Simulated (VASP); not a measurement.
Input of a VASP 6.6.1 run:

File INCAR:

```
SYSTEM = Sb
  ALGO = Normal
  EDIFF = 1E-7
  ENCUT = 520
  GGA = PS
  ISIF = 2
  ISMEAR = 0
  LASPH = .TRUE.
  LCHARG = .TRUE.
  LELF = .TRUE.
  LREAL = .FALSE.
  LVHAR = .TRUE.
  LWAVE = .FALSE.
  NBANDS = 12
  NELM = 60
  PREC = Accurate
  SIGMA = 0.05
```

KPOINTS

```
k-points
0
G
  8 6 6
  0 0 0
```

Contents of POSCAR:

```
Sb
1.0
    3.1224020000      0.0000000000      0.0000000000
    0.0000000000      4.3475180000      0.0000000000
   -0.0389150000      0.0000000000      4.4058520000
Sb
2
Direct
    0.0121760000      0.2614880000      0.2426090000
    1.0015420000      0.7464850000      0.7653540000
```

Potentials or basis: VASP PAW PBE potentials, release 64 (Sb).

Run with:

```sh
$ cat potpaw_PBE.64/Sb/POTCAR > POTCAR
$ mpirun -np 1 vasp_std > vasp.out
```

**Question.** What does it give for the pressure?

**Answer.** -1.9 GPa.

**Question.** What does it give for the band gap on the k mesh?

**Answer.** Zero (band 5 reaches 12.04 eV, above the bottom of band 6 at 3.51 eV).

Stress tensor (GPa, compression positive):
```
-1.13  0.01  0.14
 0.01 -2.03 -0.10
 0.14 -0.10 -2.43
```

Caveat: the PAW data sets were made with another functional, which shifts forces and pressure a little; spin-orbit coupling is left out, which moves the levels of the heavy elements.
